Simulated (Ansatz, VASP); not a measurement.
LiH: VASP beside Ansatz

The input POSCAR:

```
LiH
1.0
    1.9049640572      1.9049640572      0.0000000000
   -1.9049640572      1.9049640572      0.0000000000
    0.0000000000      1.9049640572      1.9049640572
Li H
1 1
Direct
    0.0000000000      0.0000000000      0.0000000000
    0.5000000000      0.5000000000      0.0000000000
```

INCAR.step1

```
  PREC = Accurate
  ENCUT = 520
  ISMEAR = 0
  SIGMA = 0.01
  LREAL = F
  LASPH = T
  NELM = 100
  NBANDS = 9
  GGA = PE
  ALGO = Normal
  EDIFF = 1E-4
  LWAVE = T
  LCHARG = F
```

File INCAR.step2:

```
  PREC = Accurate
  ENCUT = 520
  EDIFF = 1E-6
  ISMEAR = 0
  SIGMA = 0.01
  LREAL = F
  LASPH = T
  NELM = 100
  ALGO = Normal
  ISIF = 2
  LWAVE = F
  LCHARG = T
  METAGGA = R2SCAN
  LMIXTAU = T
  LELF = T
  LVHAR = T
  NBANDS = 9
  ISTART = 1
```

Contents of KPOINTS:

```
Automatic mesh
0
Gamma
  10 10 10
```

Input for Ansatz:

```yaml
crystal:
  lattice:
    - [1.90496405721, 1.90496405721, 0.0]
    - [-1.90496405721, 1.90496405721, 0.0]
    - [0.0, 1.90496405721, 1.90496405721]
  atoms:
    - { symbol: Li, position: [0.0, 0.0, 0.0] }
    - { symbol: H, position: [0.5, 0.5, 0.0] }
kpoints:
  mp_grid: { grid: [10, 10, 10] }
scf:
  occupations: { method: fixed }
  convergence: { dr2_threshold: 1.0e-10 }
hamiltonian:
  xc: r2scan
  pseudopotentials: { kind: paw }
output:
  forces: true
  stress: true
  eigenstates:
    kpoints:
      - [0.0, 0.0, 0.0]
      - [-0.5, 0.5, 0.0]
      - [-0.5, -0.5, -0.5]
      - [0.0, 0.0, -0.5]
      - [0.0, -0.5, -0.5]
      - [0.0, 0.5, 0.0]
      - [-0.5, 0.0, 0.0]
      - [-0.5, 0.0, -0.5]
  eigenvalues: true
```

Alike in both runs: task single point; functional r2SCAN; k mesh 10 × 10 × 10; no spin polarisation.

|  | VASP | Ansatz |
| --- | --- | --- |
| version | VASP 6.6.1 | Ansatz 0.2.0 |
| potentials or method | VASP PAW PBE potentials, release 64 (Li_sv, H) | PAW with Ansatz's default frozen-core files, scalar-relativistic |
| plane-wave cutoff (eV) | 520 | 500 |
| occupations | gaussian, width 0.01 eV | fixed |
| valence electrons in the cell | 4 | 4 |

Ansatz gave:

* gap on the k mesh at the Fermi level (eV): 3.52

Q: What did VASP give for the same quantities?

A: gap on the k mesh at the Fermi level (eV): 3.48.

VASP's potentials were made for PBE, not for r2SCAN.

Noted on VASP's run: the cutoff is short for stress, so the pressure is rough.
